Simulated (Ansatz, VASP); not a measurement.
**One calculation of RbTaAs2, two programs**

File INCAR:

```
PREC     = Accurate       # precision mode
ENCUT    = 520            # plane-wave cutoff, eV
EDIFF    = 1E-6           # SCF threshold, eV
ISMEAR   = 0              # smearing method
SIGMA    = 0.1            # smearing width, eV
LREAL    = False          # projectors in reciprocal space
LASPH    = True           # aspherical terms in the spheres
NELM     = 80             # most SCF steps
ALGO     = Normal         # electronic algorithm
ISIF     = 2              # what is computed and relaxed
LWAVE    = False          # write WAVECAR
LCHARG   = True           # write CHGCAR
GGA      = PE             # functional
LELF     = True           # ELF
LVHAR    = True         
NBANDS   = 23             # bands
```

The input KPOINTS:

```
regular mesh
0
Gamma
  6 6 4
```

POSCAR

```
RbTaAs2
1.0
    4.7996427300      0.0000000000      0.0000000000
   -2.3998213700      4.1566125400      0.0000000000
    0.0000000000      0.0000000000      6.3516876000
Rb Ta As
1 1 2
Direct
    0.0000000000      0.0000000000      0.0000000000
    0.0000000000      0.0000000000      0.5000000000
    0.3333333300      0.6666666700      0.0000000000
    0.6666666700      0.3333333300      0.0000000000
```

Input for Ansatz:

```yaml
crystal:
  lattice:
    - [4.79964273, 0.0, 0.0]
    - [-2.39982137, 4.15661254, 0.0]
    - [0.0, 0.0, 6.3516876]
  atoms:
    - { symbol: Rb, position: [0.0, 0.0, 0.0] }
    - { symbol: Ta, position: [0.0, 0.0, 0.5] }
    - { symbol: As, position: [0.33333333, 0.66666667, 0.0] }
    - { symbol: As, position: [0.66666667, 0.33333333, 0.0] }
basis:
  ecutwfc: 420
kpoints:
  mp_grid: { grid: [6, 6, 4] }
hamiltonian:
  xc: pbe
scf:
  occupations: { method: gaussian, width: 0.1 }
  lower_state_search: "off"
output:
  forces: true
  stress: true
  eigenvalues: true
```

Alike in both runs: task single point; functional PBE; k mesh 6 × 6 × 4; occupations gaussian, width 0.1 eV; no spin polarisation.

|  | VASP | Ansatz |
| --- | --- | --- |
| version | VASP 6.6.1 | Ansatz 0.2.0 |
| potentials or method | VASP PAW PBE potentials, release 64 (Rb_sv, Ta_pv, As), cutoff 520 eV | scalar-relativistic, plane waves, PAW |
| valence electrons in the cell | 30 | 52 |

VASP gave:

```
gap on the k mesh at the Fermi level (eV)                     : none
pressure (GPa)                                                : 7.0
traceless stress, the component that is largest in VASP (GPa) : -7.34
```

Problem. Which values does Ansatz return?

Solution. gap on the k mesh at the Fermi level (eV): none; pressure (GPa): 6.8; traceless stress, the component that is largest in VASP (GPa): -7.16.

A gap of «none» marks a metal or a gap that the smearing closes. VASP's potentials hold 30 valence electrons a cell and Ansatz's 52, so a difference there can come from the potentials and not from the codes.

Spin-orbit coupling is off throughout.
